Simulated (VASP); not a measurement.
The system is SnSe.

```
Sn Se
1.0
     0.00000    2.98980    2.98980
     2.98980    0.00000    2.98980
     2.98980    2.98980    0.00000
Sn Se
1 1
Direct
  0.00000 0.00000 0.00000
  0.50000 0.50000 0.50000
```

Base run:

```yaml
Program: VASP 6.6.1
Functional: PBE
Dispersion: D4
Potentials_or_basis: VASP PAW PBE potentials, release 64 (Sn_d, Se)
Cutoff: 520 eV
k_mesh: 8 × 8 × 8
Occupations: fermi-dirac, width 0.05 eV
Spin: no spin polarisation
```

Its results: band gap on the k mesh 0.67 eV, direct; pressure -0.2 GPa.

Problem. After a change of settings the same cell gave: band gap on the k mesh 0.73 eV, indirect (least direct gap 0.74 eV); pressure -0.9 GPa. Which change was it?
A. functional from PBE to PBEsol; dispersion from D4 to none
B. functional from PBE to BLYP; dispersion from D4 to D3(BJ)
C. functional from PBE to r2SCAN; further incar settings from ALGO = Normal; EDIFF = 1e-07; NBANDS = 17 to ALGO = Normal; EDIFF = 1e-06; NBANDS = 17

Solution. A.

Caveats: spin-orbit coupling is left out, which moves the levels of the heavy elements; the PAW data sets were made with another functional, which shifts forces and pressure a little (some runs).
